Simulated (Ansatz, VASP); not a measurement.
**Sc4Si in VASP and in Ansatz**

The input INCAR:

```
ALGO     = Normal         # electronic algorithm
EDIFF    = 1E-6           # SCF threshold, eV
EDIFFG   = -0.04          # ionic threshold
ENCUT    = 600            # plane-wave cutoff, eV
GGA      = PE             # functional
IBRION   = 2              # ionic algorithm
ISIF     = 3              # what is computed and relaxed
ISMEAR   = 0              # smearing method
LASPH    = T              # aspherical terms in the spheres
LCHARG   = F              # write CHGCAR
LREAL    = F              # projectors in reciprocal space
LWAVE    = F              # write WAVECAR
NELM     = 100            # most SCF steps
NSW      = 90             # ionic steps
PREC     = Accurate       # precision mode
SIGMA    = 0.1            # smearing width, eV
```

Contents of KPOINTS:

```
k-points
0
Gamma
  4 4 4
```

File POSCAR:

```
Sc4Si
1.0
    4.7033241800      0.0000000000      0.0000000000
    0.0000000000      4.7033241800      0.0000000000
    0.0000000000      0.0000000000      4.7033241800
Sc Si
4 1
Direct
    0.0000000000      0.5000000000      0.5000000000
    0.5000000000      0.0000000000      0.5000000000
    0.5000000000      0.5000000000      0.0000000000
    0.5000000000      0.5000000000      0.5000000000
    0.0000000000      0.0000000000      0.0000000000
```

Input for Ansatz:

```yaml
crystal:
  lattice:
    - [4.70332418, 0.0, 0.0]
    - [0.0, 4.70332418, 0.0]
    - [0.0, 0.0, 4.70332418]
  atoms:
    - { symbol: Sc, position: [0.0, 0.5, 0.5] }
    - { symbol: Sc, position: [0.5, 0.0, 0.5] }
    - { symbol: Sc, position: [0.5, 0.5, 0.0] }
    - { symbol: Sc, position: [0.5, 0.5, 0.5] }
    - { symbol: Si, position: [0.0, 0.0, 0.0] }
basis:
  ecutwfc: 420
kpoints:
  mp_grid: { grid: [4, 4, 4] }
hamiltonian:
  xc: pbe
scf:
  occupations: { method: gaussian, width: 0.1 }
  lower_state_search: "off"
output:
  forces: true
  stress: true
  eigenvalues: true
relax:
  adjacent_minimum: "off"
  f_tol: 0.04
  max_steps: 70
  cell: { stress_tol: 0.4 }
```

Alike in both runs: task relaxation of cell and atoms; functional PBE; k mesh 4 × 4 × 4; occupations gaussian, width 0.1 eV; no spin polarisation.

|  | VASP | Ansatz |
| --- | --- | --- |
| version | VASP 6.6.1 | Ansatz 0.2.0 |
| potentials or method | VASP PAW PBE potentials, release 64 (Sc_sv, Si), cutoff 600 eV | scalar-relativistic, plane waves, PAW |
| valence electrons in the cell | 48 | 48 |

VASP gave:

- gap on the k mesh at the Fermi level, each at its own relaxed structure (eV): none
- relaxed volume (Å³/atom): 24.86
- relaxed cell length with the largest relative difference (Å): 4.991

Problem. What did Ansatz give for the same quantities?

Solution. gap on the k mesh at the Fermi level, each at its own relaxed structure (eV): none; relaxed volume (Å³/atom): 24.83; relaxed cell length with the largest relative difference (Å): 4.989.

A gap of «none» marks a metal or a gap that the smearing closes.

Noted on VASP's run: the volume moved by over 15 % at a fixed basis, so the end points are rough.
